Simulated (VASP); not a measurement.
# MgO (l.bA) (Fm-3m) in VASP: a series of runs

Runs on MgO (l.bA). Level: LDA. Tasks: single point, relaxation of cell and atoms.

Everything below comes from runs of VASP 6.6.1. Logs are shortened: lines on timing, memory, paths and dates and some standing lists are left out, and cuts for length are marked.

**1. The cell of the first run**

It takes space group Fm-3m (No. 225, cubic). The conventional cell has a = 4.161 Å, b = 4.161 Å, c = 4.161 Å, α = 90.00°, β = 90.00°, γ = 90.00°. Mg (site symmetry m-3m) has 6 O at 2.08 Å within 2.8 Å. O (site symmetry m-3m) has 6 Mg at 2.08 Å within 2.8 Å.

**2. Single point, LDA**

File INCAR:

```
SYSTEM = MgO
PREC     = Accurate       ! precision mode
ENCUT    = 600            ! plane-wave cutoff, eV
EDIFF    = 1E-6           ! SCF threshold, eV
ISMEAR   = 0              ! smearing method
SIGMA    = 0.02           ! smearing width, eV
LREAL    = .FALSE.        ! projectors in reciprocal space
LASPH    = .TRUE.         ! aspherical terms in the spheres
NELM     = 120            ! most SCF steps
ALGO     = Normal         ! electronic algorithm
ISIF     = 2              ! what is computed and relaxed
LWAVE    = .FALSE.        ! write WAVECAR
LCHARG   = .FALSE.        ! write CHGCAR
NBANDS   = 11             ! bands
GGA_COMPAT= .FALSE.
```

File KPOINTS:

```
regular mesh
0
G
  10 10 10
  0 0 0
```

File POSCAR:

```
MgO
1.0
    0.0000000000      2.0803236700      2.0803236700
    2.0803236700      0.0000000000      2.0803236700
    2.0803236700      2.0803236700      0.0000000000
Mg O
1 1
Direct
    0.0000000000      0.0000000000      0.0000000000
    0.5000000000      0.5000000000      0.5000000000
```

Potentials or basis: VASP PAW LDA potentials, release 64 (Mg, O).

Run with:

```sh
cat potpaw_LDA.64/Mg/POTCAR potpaw_LDA.64/O/POTCAR > POTCAR
mpirun -np 1 vasp_std > vasp.out
```

OUTCAR:

```text
SYSTEM = MgO
   PREC = Accurate
   ENCUT = 600
   EDIFF = 1E-6
   ISMEAR = 0
   LREAL = .FALSE.
   LASPH = .TRUE.
   NELM = 120
   ISIF = 2

 ion  position               nearest neighbor table
   1  0.000  0.000  0.000-   2 2.08   2 2.08   2 2.08   2 2.08   2 2.08   2 2.08
   2  0.500  0.500  0.500-   1 2.08   1 2.08   1 2.08   1 2.08   1 2.08   1 2.08

  LATTYP: Found a face centered cubic cell.
 ALAT       =     4.1606473400

  Lattice vectors:

 A1 = (   0.0000000000,   2.0803236700,   2.0803236700)
 A2 = (   2.0803236700,   0.0000000000,   2.0803236700)
 A3 = (   2.0803236700,   2.0803236700,   0.0000000000)

Analysis of symmetry for initial positions (statically):
[... 5 lines left out ...]
 face centered cubic supercell.

 Subroutine GETGRP returns: Found 48 space group operations
 (whereof 48 operations were pure point group operations)
 out of a pool of 48 trial point group operations.

The static configuration has the point symmetry O_h .

Analysis of symmetry for dynamics (positions and initial velocities):
[... 5 lines left out ...]
 face centered cubic supercell.

 Subroutine GETGRP returns: Found 48 space group operations
 (whereof 48 operations were pure point group operations)
 out of a pool of 48 trial point group operations.

The dynamic configuration has the point symmetry O_h .

 Subroutine INISYM returns: Found 48 space group operations
 (whereof 48 operations are pure point group operations),
 and found     1 'primitive' translations

----------------------------------------------------------------------------------------

                                     Primitive cell

  volume of cell :      18.0062

  direct lattice vectors                    reciprocal lattice vectors
     0.000000000  2.080323670  2.080323670    -0.240347215  0.240347215  0.240347215
     2.080323670  0.000000000  2.080323670     0.240347215 -0.240347215  0.240347215
     2.080323670  2.080323670  0.000000000     0.240347215  0.240347215 -0.240347215

  length of vectors
     2.942021948  2.942021948  2.942021948     0.416293588  0.416293588  0.416293588

  position of ions in fractional coordinates (direct lattice)
     0.000000000  0.000000000  0.000000000
     0.500000000  0.500000000  0.500000000

  ion indices of the primitive-cell ions
   primitive index   ion index
                 1           1
                 2           2

----------------------------------------------------------------------------------------

 KPOINTS: regular mesh

Automatic generation of k-mesh.
 Grid dimensions read from file:
 generate k-points for:   10   10   10

 Generating k-lattice:

  Cartesian coordinates                     Fractional coordinates (reciprocal lattice)
    -0.024034721  0.024034721  0.024034721     0.100000000  0.000000000  0.000000000
     0.024034721 -0.024034721  0.024034721     0.000000000  0.100000000  0.000000000
     0.024034721  0.024034721 -0.024034721     0.000000000  0.000000000  0.100000000

  Length of vectors
     0.041629359  0.041629359  0.041629359

  Shift w.r.t. Gamma in fractional coordinates (k-lattice)
     0.000000000  0.000000000  0.000000000

 Subroutine IBZKPT returns following result:
 ===========================================

 Found     47 irreducible k-points:

 Following reciprocal coordinates:
            Coordinates               Weight
  0.000000  0.000000  0.000000      1.000000
  0.100000  0.000000  0.000000      8.000000
  0.200000  0.000000  0.000000      8.000000
  0.300000  0.000000  0.000000      8.000000
  0.400000  0.000000  0.000000      8.000000
  0.500000  0.000000  0.000000      4.000000
[... 16 lines left out ...]
  0.300000  0.300000  0.000000      6.000000
  0.400000  0.300000  0.000000     24.000000
 [... further k-points ...]
   k-points           NKPTS =     47   k-points in BZ     NKDIM =     47   number of bands    NBANDS=     11
   number of dos      NEDOS =    301   number of ions     NIONS =      2
   total plane-waves  NPLWV =  13824
   dimension x,y,z NGX =    24 NGY =   24 NGZ =   24
   dimension x,y,z NGXF=    48 NGYF=   48 NGZF=   48
   ions per type =               1   1
   NGX,Y,Z   is equivalent  to a cutoff of  13.56, 13.56, 13.56 a.u.
   NGXF,Y,Z  is equivalent  to a cutoff of  27.12, 27.12, 27.12 a.u.
 SYSTEM =  MgO
   PREC   = accura    normal or accurate (medium, high low for compatibility)
   ISTART =      0    job   : 0-new  1-cont  2-samecut
   ICHARG =      2    charge: 1-file 2-atom 10-const
   ISPIN  =      1    spin polarized calculation?
   LNONCOLLINEAR =      F non collinear calculations
   LSORBIT =      F    spin-orbit coupling
   LASPH  =      T    aspherical Exc in radial PAW
   ENCUT  =  600.0 eV  44.10 Ry    6.64 a.u.   5.88  5.88  5.88*2*pi/ulx,y,z
   NELM   =    120;   NELMIN=  2; NELMDL= -5     # of ELM steps
   EDIFF  = 0.1E-05   stopping-criterion for ELM
   LREAL  =      F    real-space projection
   EDIFFG = 0.1E-04   stopping-criterion for IOM
   NSW    =      0    number of steps for IOM
   IBRION =     -1    ionic relax: 0-MD 1-quasi-New 2-CG
   NFREE  =      0    steps in history (QN), initial steepest desc. (CG)
   ISIF   =      2    stress and relaxation
   ISYM   =      2    0-nonsym 1-usesym 2-fastsym
   POTIM  = 0.5000    time-step for ionic-motion
   TEBEG  =    0.0;   TEEND  =   0.0 temperature during run
   PSTRESS=    0.0 pullay stress
   NELECT =       8.0000    total number of electrons
   NUPDOWN=      -1.0000    fix difference up-down
   EMIN   =  10.00;   EMAX   =-10.00  energy-range for DOS
   EFERMI =   0.00;   METHOD = LEGACY
   ISMEAR =     0;   SIGMA  =   0.02  broadening in eV -4-tet -1-fermi 0-gaus
   EFERMI_NEDOS =   21; number of points for ismear=-14 and -15
   IALGO  =     38    algorithm
   IMIX   =      4    mixing-type and parameters
     AMIX     =   0.40;   BMIX     =  1.00
     AMIX_MAG =   1.60;   BMIX_MAG =  1.00
  volume/ion in A,a.u.               =       9.00        60.76
  Fermi-wavevector in a.u.,A,eV,Ry     =   1.249196  2.360638 21.231764  1.560491
  Thomas-Fermi vector in A             =   2.383248
   LORBIT       =      0    0 simple, 1 ext, 2 COOP (PROOUT), +10 PAW based schemes
   GGA     = CA    functional components
   LHFCALC =     F    Hartree Fock is set to
   AEXX    =    0.0000 exact exchange contribution
   IVDW    =     0    specifies the selected vdW correction
   LEPSILON=     F    determine dielectric tensor
   LRPA    =     F    only Hartree local field effects (RPA)
 non-spin polarized calculation
 Gauss-broadening in eV      SIGMA  =   0.02
  energy-cutoff  :      600.00
  volume of cell :       18.01
 maximum number of plane-waves:       620
   NGX = 11   NGY = 11   NGZ = 11

 number of electron       8.0000001 magnetization

 Free energy of the ion-electron system (eV)
  ---------------------------------------------------
  ext. energy  EPLUGINS =         0.00000000
  ---------------------------------------------------
  free energy    TOTEN  =       -13.44802704 eV

  energy without entropy =      -13.44802704  energy(sigma->0) =      -13.44802704

 E-fermi :   3.3841     XC(G=0): -11.7706

 val. band max:        3.1634131148   @ k =   0.0000   0.0000   0.0000
 cond. band min:       8.1891672800   @ k =   0.0000   0.0000   0.0000
 fundamental gap:      5.0257541652
 Fermi energy:         3.3840680425

 k-point     1 :       0.0000    0.0000    0.0000
  band No.  band energies     occupation
      1     -14.0351      2.00000
      2       3.1634      2.00000
      3       3.1634      2.00000
      4       3.1634      2.00000
      5       8.1892      0.00000
      6      18.8912      0.00000
      7      18.8912      0.00000
      8      18.8912      0.00000
      9      23.0131      0.00000
     10      24.7028      0.00000
     11      24.7028      0.00000

 k-point     2 :       0.1000    0.0000    0.0000
  band No.  band energies     occupation
      1     -13.9179      2.00000
      2       2.4974      2.00000
      3       3.0900      2.00000
      4       3.0900      2.00000
      5       8.8080      0.00000
      6      17.6552      0.00000
      7      19.1448      0.00000
      8      19.1448      0.00000
      9      24.0027      0.00000
     10      24.0027      0.00000
     11      24.7041      0.00000

 k-point     3 :       0.2000    0.0000    0.0000
  band No.  band energies     occupation
      1     -13.5943      2.00000
      2       1.1222      2.00000
      3       2.9037      2.00000
      4       2.9037      2.00000
      5       9.9773      0.00000
      6      16.1736      0.00000
      7      19.6702      0.00000
      8      19.6702      0.00000
      9      23.3156      0.00000
     10      23.3156      0.00000
     11      25.6862      0.00000

 k-point     4 :       0.3000    0.0000    0.0000
  band No.  band energies     occupation
      1     -13.1527      2.00000
      2      -0.2772      2.00000
      3       2.6853      2.00000
      4       2.6853      2.00000
      5      10.8401      0.00000
      6      15.5781      0.00000
      7      19.8388      0.00000
      8      19.8388      0.00000
      9      23.7577      0.00000
     10      23.7577      0.00000
     11      25.0672      0.00000
[... 239 lines left out ...]
 k-point    22 :      -0.2000    0.2000    0.0000
  band No.  band energies     occupation
      1     -13.0221      2.00000
      2      -0.0666      2.00000
      3       1.7367      2.00000
      4       2.6791      2.00000
      5      11.8470      0.00000
      6      15.0517      0.00000
      7      18.3937      0.00000
      8      21.0665      0.00000
      9      21.6339      0.00000
     10      24.6417      0.00000
     11      28.2644      0.00000

 k-point    23 :       0.3000    0.3000    0.0000
  band No.  band energies     occupation
      1     -12.9279      2.00000
      2      -0.1282      2.00000
      3       2.1694      2.00000
      4       2.1694      2.00000
      5      12.2666      0.00000
      6      13.4326      0.00000
      7      17.6989      0.00000
      8      21.2399      0.00000
      9      21.2399      0.00000
     10      27.4191      0.00000
     11      30.9829      0.00000

 k-point    24 :       0.4000    0.3000    0.0000
  band No.  band energies     occupation
      1     -12.6470      2.00000
      2      -0.5878      2.00000
      3       1.7792      2.00000
      4       2.0134      2.00000
      5      12.8631      0.00000
      6      13.2936      0.00000
      7      16.8801      0.00000
      8      21.5073      0.00000
      9      21.7244      0.00000
     10      28.1877      0.00000
     11      30.5999      0.00000

 [... further k-points ...]
[... 5 lines left out ...]
  --------------------------------------------------------------------------------------
  -------------------------------------------------------------------------------------
  Total       -0.2398560     -0.2398560     -0.2398560     -0.0000000      0.0000000      0.0000000
  in kB      -21.3421655    -21.3421655    -21.3421655     -0.0000000      0.0000000      0.0000000
  external PRESSURE =     -21.3421655 kB  Pullay stress =       0.0000000 kB

 VOLUME and BASIS-vectors are now :
 -----------------------------------------------------------------------------
  energy-cutoff  :      600.00
  volume of cell :       18.01
      direct lattice vectors                 reciprocal lattice vectors
     0.000000000  2.080323670  2.080323670    -0.240347215  0.240347215  0.240347215
     2.080323670  0.000000000  2.080323670     0.240347215 -0.240347215  0.240347215
     2.080323670  2.080323670  0.000000000     0.240347215  0.240347215 -0.240347215

 POSITION                                       TOTAL-FORCE (eV/Angst)
 -----------------------------------------------------------------------------------
      0.00000      0.00000      0.00000         0.000000     -0.000000      0.000000
      2.08032      2.08032      2.08032        -0.000000      0.000000     -0.000000
 -----------------------------------------------------------------------------------
    total drift:                               -0.000000     -0.000000      0.000000

  FREE ENERGIE OF THE ION-ELECTRON SYSTEM (eV)
  ---------------------------------------------------
  free  energy   TOTEN  =       -13.4480270403 eV

  energy  without entropy=      -13.4480270403  energy(sigma->0) =      -13.44802704
```

Run time: 17 s. Hardware: 1 thread of AMD EPYC 7R43 (Zen 3), shared host; peak memory 0.1 GiB.

What came out:

```
Free energy            : -13.4480 eV
Pressure               : -2.1 GPa
Band gap on the k mesh : 5.03 eV, direct
```

LDA gaps usually lie below the measured ones, often by a third to a half.

(Part 1 of 2 ends here.)
